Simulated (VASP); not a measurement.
Input of a VASP 6.6.1 run:

The input INCAR:

```
SYSTEM = AlNi
PREC = Accurate
ENCUT = 600
EDIFF = 1E-6
ISMEAR = -1
SIGMA = 0.05
LREAL = .FALSE.
LASPH = .TRUE.
NELM = 150
ALGO = Normal
ISIF = 3
LWAVE = .FALSE.
LCHARG = .FALSE.
ISPIN = 2
MAGMOM = 1 0
LORBIT = 11
LMAXMIX = 4
GGA = B5
ALDAX = 1.0
AGGAX = 1.0
AGGAC = 1.0
ALDAC = 0.0
IVDW = 13
VDW_S6 = 1.0
VDW_S8 = 2.34076671
VDW_A1 = 0.44488865
VDW_A2 = 4.0933009
IBRION = 2
NSW = 60
EDIFFG = -0.01
```

KPOINTS

```
Automatic mesh
0
G
  9 9 9
  0 0 0
```

The input POSCAR:

```
AlNi
1.0
    2.8810000000      0.0000000000      0.0000000000
    0.0000000000      2.8810000000      0.0000000000
    0.0000000000      0.0000000000      2.8810000000
Ni Al
1 1
Direct
    0.5000000000      0.5000000000      0.5000000000
    0.0000000000      0.0000000000      0.0000000000
```

Potentials or basis: VASP PAW PBE potentials, release 64 (Ni, Al).

Command:

```bash
$ cat potpaw_PBE.64/Ni/POTCAR potpaw_PBE.64/Al/POTCAR > POTCAR
$ mpirun -np 1 vasp_std > vasp.out
```

(1) What does it give for the relaxed volume?

(2) What does it give for the dispersion energy per atom?

(3) Estimate the net moment.

(4) What does it give for the space group after relaxing (to 0.1 Å)?

Results:

(1) 11.63 Å³/atom.

(2) -0.874 eV.

(3) 0.00 μB per cell.

(4) Pm-3m (No. 221).

Caveat: the PAW data sets were made with another functional, which shifts forces and pressure a little.
